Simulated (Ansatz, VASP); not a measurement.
# One calculation of SiC, two programs

Contents of INCAR:

```
SYSTEM = SiC
  PREC = Accurate
  ENCUT = 520
  EDIFF = 1E-6
  ISMEAR = -1
  SIGMA = 0.05
  LREAL = .False.
  LASPH = .True.
  NELM = 100
  ALGO = Normal
  ISIF = 2
  LWAVE = .False.
  LCHARG = .False.
  GGA = PE
  NBANDS = 36
```

KPOINTS

```
Automatic mesh
0
Gamma
  4 4 1
  0 0 0
```

The input POSCAR:

```
SiC
1.0
    3.0950000000      0.0000000000      0.0000000000
   -1.5475000000      2.6803486247      0.0000000000
    0.0000000000      0.0000000000     15.1700000000
Si C
6 6
Direct
    0.6666666667      0.3333333333      0.4583000000
    0.3333333333      0.6666666667      0.9583000000
    0.6666666667      0.3333333333      0.7917000000
    0.3333333333      0.6666666667      0.2917000000
    0.0000000000      0.0000000000      0.6250000000
    0.0000000000      0.0000000000      0.1250000000
    0.6666666667      0.3333333333      0.3333000000
    0.3333333333      0.6666666667      0.8333000000
    0.6666666667      0.3333333333      0.6667000000
    0.3333333333      0.6666666667      0.1667000000
    0.0000000000      0.0000000000      0.5000000000
    0.0000000000      0.0000000000      0.0000000000
```

File input.yaml:

```yaml
crystal:
  lattice:
    - [3.095, 0.0, 0.0]
    - [-1.5475, 2.6803486247, 0.0]
    - [0.0, 0.0, 15.17]
  atoms:
    - { symbol: Si, position: [0.6666666667, 0.3333333333, 0.4583] }
    - { symbol: Si, position: [0.3333333333, 0.6666666667, 0.9583] }
    - { symbol: Si, position: [0.6666666667, 0.3333333333, 0.7917] }
    - { symbol: Si, position: [0.3333333333, 0.6666666667, 0.2917] }
    - { symbol: Si, position: [0.0, 0.0, 0.625] }
    - { symbol: Si, position: [0.0, 0.0, 0.125] }
    - { symbol: C, position: [0.6666666667, 0.3333333333, 0.3333] }
    - { symbol: C, position: [0.3333333333, 0.6666666667, 0.8333] }
    - { symbol: C, position: [0.6666666667, 0.3333333333, 0.6667] }
    - { symbol: C, position: [0.3333333333, 0.6666666667, 0.1667] }
    - { symbol: C, position: [0.0, 0.0, 0.5] }
    - { symbol: C, position: [0.0, 0.0, 0.0] }
hamiltonian:
  xc: pbe
  pseudopotentials: { kind: paw }
kpoints:
  mp_grid: { grid: [4, 4, 1] }
scf:
  occupations: { method: fermi_dirac, width: 0.05 }
output:
  forces: true
  stress: true
  eigenvalues: true
```

Alike in both runs: task single point; functional PBE; k mesh 4 × 4 × 1; occupations fermi-dirac, width 0.05 eV; no spin polarisation.

|  | VASP | Ansatz |
| --- | --- | --- |
| version | VASP 6.6.1 | Ansatz 0.2.0 |
| potentials or method | VASP PAW PBE potentials, release 64 (Si, C) | Ansatz PAW |
| plane-wave cutoff (eV) | 520 | 420 |
| valence electrons in the cell | 48 | 48 |

Ansatz gave:

- gap on the k mesh at the Fermi level (eV): 2.00
- least direct gap on the mesh (eV): 3.10
- pressure (GPa): 0.4
- traceless stress, the component that is largest in VASP (GPa): -0.32
- rms of the force components (eV/Å): 0.057

Task: Which values does VASP return?

Result: gap on the k mesh at the Fermi level (eV): 2.00; least direct gap on the mesh (eV): 3.10; pressure (GPa): 0.3; traceless stress, the component that is largest in VASP (GPa): -0.31; rms of the force components (eV/Å): 0.057.

Atom by atom the forces differ by 0.000 eV/Å (rms over components).

The k mesh is coarse, so the values compare programs but aren't converged.
